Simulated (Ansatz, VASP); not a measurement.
**One calculation of NaH, two programs**

The input INCAR:

```
ALGO = Normal ; EDIFF = 1E-7
EDIFFG = -0.025 ; ENCUT = 500
GGA = PE ; GGA_COMPAT = False
IBRION = 2 ; ISIF = 3
ISMEAR = 0 ; LASPH = True
LCHARG = False ; LREAL = False
LWAVE = False ; NELM = 120
NELMIN = 4 ; NSW = 80
PREC = Accurate ; SIGMA = 0.1
```

KPOINTS

```
k-points
0
Gamma
  6 6 1
```

File POSCAR:

```
NaH
1.0
    3.3861662673     -0.0303384655      0.0316061012
   -1.7193570154      2.9829984134      0.0001167224
    0.1075412937      0.0625475882     11.4986816268
Na H
4 4
Direct
    0.7610202027      0.3952096590      0.8930041919
    0.3225022363      0.6346745582      0.1211352192
    0.3338289903      0.6103928938      0.3632910445
    0.6793545724      0.3488514423      0.6154082022
    0.0289272425      0.0772003432     -0.0022145701
   -0.0230754487      0.0162898502      0.5099047638
    0.6292433376      0.2830599781      0.2201448823
    0.2681988670      0.6343212752      0.7793262662
```

Input for Ansatz:

```yaml
crystal:
  lattice:
    - [3.3861662673, -0.0303384655, 0.0316061012]
    - [-1.7193570154, 2.9829984134, 0.0001167224]
    - [0.1075412937, 0.0625475882, 11.4986816268]
  atoms:
    - { symbol: Na, position: [0.7610202027, 0.395209659, 0.8930041919] }
    - { symbol: Na, position: [0.3225022363, 0.6346745582, 0.1211352192] }
    - { symbol: Na, position: [0.3338289903, 0.6103928938, 0.3632910445] }
    - { symbol: Na, position: [0.6793545724, 0.3488514423, 0.6154082022] }
    - { symbol: H, position: [0.0289272425, 0.0772003432, -0.0022145701] }
    - { symbol: H, position: [-0.0230754487, 0.0162898502, 0.5099047638] }
    - { symbol: H, position: [0.6292433376, 0.2830599781, 0.2201448823] }
    - { symbol: H, position: [0.268198867, 0.6343212752, 0.7793262662] }
basis:
  ecutwfc: 420
kpoints:
  mp_grid: { grid: [6, 6, 1] }
hamiltonian:
  xc: pbe
scf:
  occupations: { method: gaussian, width: 0.1 }
  lower_state_search: "off"
output:
  forces: true
  stress: true
  eigenvalues: true
relax:
  adjacent_minimum: "off"
  f_tol: 0.025
  max_steps: 60
  cell: { stress_tol: 0.25 }
```

Change from the starting cell: cell x1, atoms moved at random (sigma 0.15 Å) and cell strained at random (1.5 %), then relaxed without symmetry.

Alike in both runs: task relaxation of cell and atoms; functional PBE; k mesh 6 × 6 × 1; occupations gaussian, width 0.1 eV; no spin polarisation.

|  | VASP | Ansatz |
| --- | --- | --- |
| version | VASP 6.6.1 | Ansatz 0.2.0 |
| potentials or method | VASP PAW PBE potentials, release 64 (Na_pv, H), cutoff 500 eV | scalar-relativistic, plane waves, PAW |
| valence electrons in the cell | 32 | 40 |

Ansatz gave:

```
gap on the k mesh at the Fermi level, each at its own relaxed structure (eV) : 3.55
relaxed volume (Å³/atom)                                                     : 14.24
relaxed length of the cell vector where the two differ most in proportion (Å)              : 3.381
```

Problem. Estimate VASP's values.

Solution. gap on the k mesh at the Fermi level, each at its own relaxed structure (eV): 3.54; relaxed volume (Å³/atom): 14.18; relaxed length of the cell vector where the two differ most in proportion (Å): 3.375.

VASP's potentials hold 32 valence electrons a cell and Ansatz's 40, so a difference there can come from the potentials and not from the codes.

The k mesh is coarse, so the values compare programs but aren't converged.
